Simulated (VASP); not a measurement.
Input of a VASP 6.6.1 run:

File INCAR:

```
ALGO = Normal
EDIFF = 1E-8
ENCUT = 520
GGA = PE
ISIF = 2
ISMEAR = -1
LASPH = True
LCHARG = False
LEFG = True
LREAL = False
LWAVE = False
NBANDS = 11
NELM = 80
PREC = Accurate
SIGMA = 0.08
```

Contents of KPOINTS:

```
k-points
0
Gamma
  20 20 20
```

File POSCAR:

```
C
1.0
    0.0000000000      1.7714305118      1.7714305118
    1.7714305118      0.0000000000      1.7714305118
    1.7714305118      1.7714305118      0.0000000000
C
2
Direct
    0.5000000000      0.5000000000      0.5000000000
    0.7500000000      0.7500000000      0.7500000000
```

Potentials or basis: VASP PAW PBE potentials, release 64 (C).

Command:

```bash
$ cat potpaw_PBE.64/C/POTCAR > POTCAR
$ mpirun -np 1 vasp_std > vasp.out
```

(1) Estimate the band gap on the k mesh.

(2) What does it give for the pressure?

Results:

(1) 4.18 eV, indirect (least direct gap 5.65 eV).

(2) 11.7 GPa.

Caveat: without QUAD_EFG the Cq values of the log hold for a quadrupole moment of 1 mb, not for the nuclei.
